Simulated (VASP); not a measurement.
# KNbO3 (Pm-3m) in VASP: further runs

KNbO3 is run at these levels: PBEsol; tasks: single point.

Everything below comes from runs of VASP 6.6.1. Logs are shortened: lines on timing, memory, paths and dates and some standing lists are left out, and cuts for length are marked.

### Step 1. The cell of the first run

Symmetry: Pm-3m, No. 221, cubic system. The conventional cell has a = 3.947 Å, b = 3.947 Å, c = 3.947 Å, α = 90.00°, β = 90.00°, γ = 90.00°. Within 3.7 Å of K (site symmetry m-3m) lie 12 O at 2.79 Å and 8 Nb at 3.42 Å. Nb (site symmetry m-3m) has 6 O at 1.97 Å within 2.6 Å. Within 2.6 Å of O (site symmetry 4/mmm) lie 2 Nb at 1.97 Å.

### Step 2. Single point, PBEsol

File INCAR:

```
SYSTEM = KNbO3
PREC = Accurate
ENCUT = 600
EDIFF = 1E-6
ISMEAR = 0
SIGMA = 0.01
LREAL = .False.
LASPH = .True.
NELM = 120
ALGO = Normal
ISIF = 2
LWAVE = .False.
LCHARG = .False.
GGA = PS
NBANDS = 28
GGA_COMPAT = .False.
```

File KPOINTS:

```
regular mesh
0
Gamma
  6 6 6
  0 0 0
```

File POSCAR:

```
KNbO3
1.0
    3.9469316963      0.0000000000      0.0000000000
    0.0000000000      3.9469316963      0.0000000000
    0.0000000000      0.0000000000      3.9469316963
K Nb O
1 1 3
Direct
    0.0000000000      0.0000000000      0.0000000000
    0.5000000000      0.5000000000      0.5000000000
    0.0000000000      0.5000000000      0.5000000000
    0.5000000000      0.0000000000      0.5000000000
    0.5000000000      0.5000000000      0.0000000000
```

Potentials or basis: VASP PAW PBE potentials, release 64 (K_sv, Nb_sv, O).

On the command line:

```sh
$ cat potpaw_PBE.64/K_sv/POTCAR potpaw_PBE.64/Nb_sv/POTCAR potpaw_PBE.64/O/POTCAR > POTCAR
$ mpirun -np 1 vasp_std > vasp.out
```

OUTCAR:

```text
SYSTEM = KNbO3
   PREC = Accurate
   ENCUT = 600
   EDIFF = 1E-6
   ISMEAR = 0
   LREAL = .False.
   LASPH = .True.
   NELM = 120
   ISIF = 2
   GGA = PS

 ion  position               nearest neighbor table
   1  0.000  0.000  0.000-   3 2.79   4 2.79   5 2.79   3 2.79   4 2.79   3 2.79   5 2.79   3 2.79
                             4 2.79   5 2.79   4 2.79   5 2.79   2 3.42   2 3.42   2 3.42   2 3.42
   2  0.500  0.500  0.500-   3 1.97   4 1.97   5 1.97   5 1.97   4 1.97   3 1.97   1 3.42   1 3.42
                             1 3.42   1 3.42   1 3.42   1 3.42   1 3.42   1 3.42
   3  0.000  0.500  0.500-   2 1.97   2 1.97   1 2.79   1 2.79   1 2.79   1 2.79
   4  0.500  0.000  0.500-   2 1.97   2 1.97   1 2.79   1 2.79   1 2.79   1 2.79
   5  0.500  0.500  0.000-   2 1.97   2 1.97   1 2.79   1 2.79   1 2.79   1 2.79

  LATTYP: Found a simple cubic cell.
 ALAT       =     3.9469316963

  Lattice vectors:

 A1 = (   3.9469316963,   0.0000000000,   0.0000000000)
 A2 = (   0.0000000000,   3.9469316963,   0.0000000000)
 A3 = (   0.0000000000,   0.0000000000,   3.9469316963)

Analysis of symmetry for initial positions (statically):
=====================================================================
 Subroutine PRICEL returns:
 Original cell was already a primitive cell.

 Routine SETGRP: Setting up the symmetry group for a
 simple cubic supercell.

 Subroutine GETGRP returns: Found 48 space group operations
 (whereof 48 operations were pure point group operations)
 out of a pool of 48 trial point group operations.

The static configuration has the point symmetry O_h .

Analysis of symmetry for dynamics (positions and initial velocities):
=====================================================================
 Subroutine PRICEL returns:
 Original cell was already a primitive cell.

 Routine SETGRP: Setting up the symmetry group for a
 simple cubic supercell.

 Subroutine GETGRP returns: Found 48 space group operations
 (whereof 48 operations were pure point group operations)
 out of a pool of 48 trial point group operations.

The dynamic configuration has the point symmetry O_h .

 Subroutine INISYM returns: Found 48 space group operations
 (whereof 48 operations are pure point group operations),
 and found     1 'primitive' translations

----------------------------------------------------------------------------------------

                                     Primitive cell

  volume of cell :      61.4864
[... 91 lines left out ...]
   LREAL  =      F    real-space projection
   EDIFFG = 0.1E-04   stopping-criterion for IOM
   NSW    =      0    number of steps for IOM
   IBRION =     -1    ionic relax: 0-MD 1-quasi-New 2-CG
   NFREE  =      0    steps in history (QN), initial steepest desc. (CG)
   ISIF   =      2    stress and relaxation
   ISYM   =      2    0-nonsym 1-usesym 2-fastsym
   POTIM  = 0.5000    time-step for ionic-motion
   TEBEG  =    0.0;   TEEND  =   0.0 temperature during run
   PSTRESS=    0.0 pullay stress
   NELECT =      40.0000    total number of electrons
   NUPDOWN=      -1.0000    fix difference up-down
   EMIN   =  10.00;   EMAX   =-10.00  energy-range for DOS
   EFERMI =   0.00;   METHOD = LEGACY
   ISMEAR =     0;   SIGMA  =   0.01  broadening in eV -4-tet -1-fermi 0-gaus
   EFERMI_NEDOS =   21; number of points for ismear=-14 and -15
   IALGO  =     38    algorithm
   IMIX   =      4    mixing-type and parameters
     AMIX     =   0.40;   BMIX     =  1.00
     AMIX_MAG =   1.60;   BMIX_MAG =  1.00
  volume/ion in A,a.u.               =      12.30        82.99
  Fermi-wavevector in a.u.,A,eV,Ry     =   1.418519  2.680613 27.377598  2.012197
  Thomas-Fermi vector in A             =   2.539636
   LORBIT       =      0    0 simple, 1 ext, 2 COOP (PROOUT), +10 PAW based schemes
   GGA     = PS    functional components
   LHFCALC =     F    Hartree Fock is set to
   AEXX    =    0.0000 exact exchange contribution
   IVDW    =     0    specifies the selected vdW correction
   LEPSILON=     F    determine dielectric tensor
   LRPA    =     F    only Hartree local field effects (RPA)
 non-spin polarized calculation
 Gauss-broadening in eV      SIGMA  =   0.01
  energy-cutoff  :      600.00
  volume of cell :       61.49
 maximum number of plane-waves:      2103
 NGX is ok and might be reduce to    32
   NGX = 15   NGY = 15   NGZ = 15

 number of electron      39.9999982 magnetization

 Free energy of the ion-electron system (eV)
  ---------------------------------------------------
  ext. energy  EPLUGINS =         0.00000000
  ---------------------------------------------------
  free energy    TOTEN  =       -40.67052490 eV

  energy without entropy =      -40.67052490  energy(sigma->0) =      -40.67052490

 E-fermi :   3.7203     XC(G=0): -11.2809

 val. band max:        3.5398095215   @ k =   0.5000   0.5000   0.5000
 cond. band min:       5.1026373714   @ k =   0.0000   0.0000   0.0000
 fundamental gap:      1.5628278500
 Fermi energy:         3.7203037223

 k-point     1 :       0.0000    0.0000    0.0000
  band No.  band energies     occupation
      1     -51.0755      2.00000
      2     -27.2288      2.00000
      3     -27.2288      2.00000
      4     -27.2288      2.00000
      5     -23.5561      2.00000
      6     -13.6960      2.00000
[... 609 lines left out ...]
     27      14.3318      0.00000
     28      15.1825      0.00000

------------------------ aborting loop because EDIFF is reached ----------------------------------------

  FORCE on cell =-STRESS in cart. coord.  units (eV):
  Direction    XX          YY          ZZ          XY          YZ          ZX
  --------------------------------------------------------------------------------------
  -------------------------------------------------------------------------------------
  Total        2.2575250      2.2575250      2.2575250     -0.0000000     -0.0000000      0.0000000
  in kB       58.8253233     58.8253233     58.8253233     -0.0000000     -0.0000000      0.0000000
  external PRESSURE =      58.8253233 kB  Pullay stress =       0.0000000 kB

 VOLUME and BASIS-vectors are now :
 -----------------------------------------------------------------------------
  energy-cutoff  :      600.00
  volume of cell :       61.49
      direct lattice vectors                 reciprocal lattice vectors
     3.946931696  0.000000000  0.000000000     0.253361364  0.000000000  0.000000000
     0.000000000  3.946931696  0.000000000     0.000000000  0.253361364  0.000000000
     0.000000000  0.000000000  3.946931696     0.000000000  0.000000000  0.253361364

 POSITION                                       TOTAL-FORCE (eV/Angst)
 -----------------------------------------------------------------------------------
      0.00000      0.00000      0.00000         0.000000      0.000000      0.000000
      1.97347      1.97347      1.97347         0.000000      0.000000      0.000000
      0.00000      1.97347      1.97347         0.000000      0.000000      0.000000
      1.97347      0.00000      1.97347         0.000000      0.000000      0.000000
      1.97347      1.97347      0.00000         0.000000      0.000000      0.000000
 -----------------------------------------------------------------------------------
    total drift:                                0.000000     -0.000000     -0.000000

  FREE ENERGIE OF THE ION-ELECTRON SYSTEM (eV)
  ---------------------------------------------------
  free  energy   TOTEN  =       -40.6705249038 eV

  energy  without entropy=      -40.6705249038  energy(sigma->0) =      -40.67052490
```

stdout:

```text
POSCAR found type information on POSCAR K NbO
 POSCAR found :  3 types and       5 ions
 scaLAPACK will be used
 -----------------------------------------------------------------------------
|                                                                             |
|                                                                             |
|     You enforced a specific xc type in the INCAR file but a different       |
|     I HOPE YOU KNOW WHAT YOU ARE DOING!                                     |
|                                                                             |
 -----------------------------------------------------------------------------

 LDA part: xc-table for (Slater+PW92), standard interpolation
 POSCAR, INCAR and KPOINTS ok, starting setup
 FFT: planning ... GRIDC
 FFT: planning ... GRID_SOFT
 FFT: planning ... GRID
 WAVECAR not read
 entering main loop
```

Wall time 30 s (1 thread of Intel Xeon Platinum 8488C (Sapphire Rapids), shared host); peak memory 0.19 GiB.

What came out:

| Quantity | Value |
| --- | --- |
| Free energy | -40.6705 eV |
| Pressure | 5.9 GPa |
| Band gap on the k mesh | 1.56 eV, indirect (least direct gap 2.21 eV) |

Levels at points of the mesh, in eV from the valence-band top:
```csv
k point,band 16,band 17,band 18,band 19,band 20,band 21,band 22,band 23,band 24,band 25
"(0.00, 0.00, 0.00)",-1.15,-1.15,-0.65,-0.65,-0.65,1.56,1.56,1.56,5.82,5.82
"(0.50, 0.00, 0.00)",-2.20,-2.20,-1.65,-0.85,-0.85,1.70,4.42,4.42,5.83,8.59
"(0.50, 0.50, 0.00)",-3.02,-1.49,-1.49,-1.43,-0.04,4.45,4.45,5.56,7.20,10.03
"(0.50, 0.50, 0.50)",-4.05,-4.05,0.00,0.00,0.00,5.70,5.70,5.70,8.91,8.91
```

Caveat: the PAW data sets were made with another functional, which shifts forces and pressure a little. A hybrid or GW would open this gap; PBEsol tends to underestimate it.

### Step 3. Single point, PBEsol

This run uses another cell than the first one, of 12.82 Å³/atom, 1.043 times its volume.

File INCAR:

```
  PREC = Accurate
  ENCUT = 600
  EDIFF = 1E-6
  ISMEAR = 0
  SIGMA = 0.01
  LREAL = F
  LASPH = T
  NELM = 120
  ALGO = Normal
  ISIF = 2
  LWAVE = F
  LCHARG = F
  GGA = PS
  NBANDS = 28
  GGA_COMPAT = F
```

File KPOINTS:

```
Automatic mesh
0
Gamma
  6 6 6
```

Edit POSCAR of step 2 so:

```diff
@@ -2,5 +2,5 @@
 1.0
-    3.9469316963      0.0000000000      0.0000000000
-    0.0000000000      3.9469316963      0.0000000000
-    0.0000000000      0.0000000000      3.9469316963
+    4.0021406886      0.0000000000      0.0000000000
+    0.0000000000      4.0021406886      0.0000000000
+    0.0000000000      0.0000000000      4.0021406886
 K Nb O
```

Potentials or basis: VASP PAW PBE potentials, release 64 (K_sv, Nb_sv, O).

On the command line:

```sh
$ cat potpaw_PBE.64/K_sv/POTCAR potpaw_PBE.64/Nb_sv/POTCAR potpaw_PBE.64/O/POTCAR > POTCAR
$ mpirun -np 1 vasp_std > vasp.out
```

Wall time 34 s (1 thread of Intel Xeon Platinum 8488C (Sapphire Rapids), shared host); peak memory 0.2 GiB.

It converged, with:

```
Free energy            : -40.7022 eV
Pressure               : -2.4 GPa
Band gap on the k mesh : 1.49 eV, indirect (least direct gap 2.15 eV)
```

Levels at points of the mesh, in eV from the valence-band top:
| k point | band 17 | band 18 | band 19 | band 20 | band 21 | band 22 | band 23 | band 24 |
| --- | --- | --- | --- | --- | --- | --- | --- | --- |
| (0.00, 0.00, 0.00) | -1.08 | -0.66 | -0.66 | -0.66 | 1.49 | 1.49 | 1.49 | 5.38 |
| (0.50, 0.00, 0.00) | -2.14 | -1.54 | -0.86 | -0.86 | 1.61 | 4.16 | 4.16 | 5.40 |
| (0.50, 0.50, 0.00) | -1.51 | -1.44 | -1.44 | -0.04 | 4.19 | 4.19 | 5.24 | 6.69 |
| (0.50, 0.50, 0.50) | -3.92 | 0.00 | 0.00 | 0.00 | 5.36 | 5.36 | 5.36 | 8.80 |

Caveat: the PAW data sets were made with another functional, which shifts forces and pressure a little. Expect the measured gap to be larger: semilocal functionals such as PBEsol lack the derivative discontinuity.
